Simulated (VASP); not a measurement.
Crystal: InB3As4.

```
B As In
1.0
     3.52163    0.00000    0.00000
     0.00000    7.04326    0.00000
     0.00000    0.00000    4.98034
B As In
3 4 1
Direct
  0.00000 0.75000 0.00000
  0.50000 0.00000 0.50000
  0.00000 0.25000 0.00000
  0.50000 0.75000 0.25000
  0.00000 0.00000 0.75000
  0.50000 0.25000 0.25000
  0.00000 0.50000 0.75000
  0.50000 0.50000 0.50000
```

| Item | Value |
| --- | --- |
| Program | VASP 6.6.1 |
| Task | relaxation of cell and atoms |
| Functional | PBE |
| Potentials or basis | VASP PAW PBE potentials, release 64 (B, As, In_d) |
| Cutoff | 600 eV |
| k mesh | 6 × 4 × 6 |
| Occupations | fermi-dirac, width 0.02 eV |
| Spin | no spin polarisation |

At the start: pressure 26.8 GPa; volume 15.44 Å³/atom.

Question: Where does the relaxation end?

Answer: Over 22 steps the energy falls by 654.1 meV/atom and the volume is 17.04 Å³/atom (+10.3 %); space group Pmm2 (No. 25, to 0.1 Å) before and after.

The path:
| step | energy change (eV) | largest force (eV/Å) | pressure (GPa) | volume (Å³) |
| --- | --- | --- | --- | --- |
| 1 | 0.0000 | 10.2893 | 26.78 | 123.53 |
| 2 | -2.4113 | 1.7069 | -13.03 | 175.66 |
| 3 | -4.5596 | 1.5790 | -5.24 | 148.58 |
| 4 | -4.5698 | 1.7715 | -4.63 | 147.55 |
| 5 | -4.5715 | 1.9361 | -4.10 | 146.70 |
| 6 | -4.9876 | 0.9229 | -0.72 | 139.48 |
| 7 | -5.0485 | 0.9239 | 1.69 | 135.63 |
| 8 | -5.1848 | 0.5090 | 0.79 | 135.87 |
| 9 | -5.1871 | 0.5133 | 0.71 | 135.91 |
| 10 | -5.2215 | 0.1406 | -0.67 | 137.50 |
| 11 | -5.2216 | 0.1190 | -0.75 | 137.60 |
| 12 | -5.2299 | 0.1069 | 0.05 | 136.39 |
| 13 | -5.2300 | 0.1164 | 0.13 | 136.27 |
| 14 | -5.2318 | 0.1079 | 0.04 | 136.32 |
| 15 | -5.2319 | 0.1033 | 0.02 | 136.34 |
| 16 | -5.2328 | 0.0402 | -0.10 | 136.41 |
| 17 | -5.2328 | 0.0410 | -0.09 | 136.40 |
| 18 | -5.2330 | 0.0156 | 0.07 | 136.20 |
| 19 | -5.2330 | 0.0120 | 0.04 | 136.24 |
| 20 | -5.2331 | 0.0076 | 0.00 | 136.29 |
| 21 | -5.2331 | 0.0092 | 0.00 | 136.29 |
| 22 | -5.2331 | 0.0030 | -0.01 | 136.30 |

Final structure:
```yaml
crystal:
  lattice:
    - [3.52423, 0.00000, 0.00000]
    - [0.00000, 7.45007, 0.00000]
    - [0.00000, 0.00000, 5.19122]
  atoms:
    - { symbol: B, position: [0.00000, 0.77680, 0.99674] }
    - { symbol: B, position: [0.50000, 0.00000, 0.49012] }
    - { symbol: B, position: [0.00000, 0.22320, 0.99674] }
    - { symbol: As, position: [0.50000, 0.78997, 0.22582] }
    - { symbol: As, position: [0.00000, 0.00000, 0.72637] }
    - { symbol: As, position: [0.50000, 0.21003, 0.22582] }
    - { symbol: As, position: [0.00000, 0.50000, 0.84863] }
    - { symbol: In, position: [0.50000, 0.50000, 0.48975] }
```
